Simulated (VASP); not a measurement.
Write the native input for VASP 6.6.1 that does the following.

- Task: single point
- Functional: PBE
- Dispersion: D3(BJ)
- Potentials or basis: VASP PAW PBE potentials, release 64 (Sn_d, O_h)
- Cutoff: 1000 eV
- k mesh: 9 × 9 × 1
- Occupations: gaussian, width 0.05 eV
- Spin: no spin polarisation
- Dipole correction: yes
- Further INCAR settings: ALGO = Normal; EDIFF = 1e-06; NBANDS = 28; NELMDL = -8

The structure of SnO lies in POSCAR:

```
SnO
1.0
    3.8712032000      0.0000000000      0.0000000000
   -0.0012501600      3.8712030000      0.0000000000
    0.0000000000      0.0000000000     22.3277038194
Sn O
2 2
Direct
    0.7634530000      0.2365470000      0.4478740887
    0.2634530000      0.7365470000      0.5521259113
    0.2619440000      0.2380560000      0.5000000000
    0.7619440000      0.7380560000      0.5000000000
```

The input as run:

INCAR

```
  PREC = Accurate
  ENCUT = 1000
  EDIFF = 1E-6
  ISMEAR = 0
  SIGMA = 0.05
  LREAL = F
  LASPH = T
  NELM = 120
  ALGO = Normal
  ISIF = 2
  LWAVE = F
  LCHARG = T
  LDIPOL = T
  IDIPOL = 3
  DIPOL = 0.5 0.5 0.500
  GGA = PE
  IVDW = 12
  LELF = T
  LVHAR = T
  LVACPOTAV = T
  NBANDS = 28
  GGA_COMPAT = F
  NELMDL = -8
```

KPOINTS

```
regular mesh
0
Gamma
  9 9 1
```

Potentials or basis: VASP PAW PBE potentials, release 64 (Sn_d, O_h).

Run with:

```sh
$ cat potpaw_PBE.64/Sn_d/POTCAR potpaw_PBE.64/O_h/POTCAR > POTCAR
$ mpirun -np 1 vasp_std > vasp.out
```

Results of the run:

* Largest force: 0.106 eV/Å
* Band gap on the k mesh: 2.92 eV (least direct gap 2.94 eV)
* Dispersion energy per atom: -0.134 eV

Caveat: spin-orbit coupling is left out, which moves the levels of the heavy elements.

Run time: 15 min on 1 thread of Intel(R) Xeon(R) Platinum 8488C (Sapphire Rapids), on a shared host, peak memory 1 GiB.
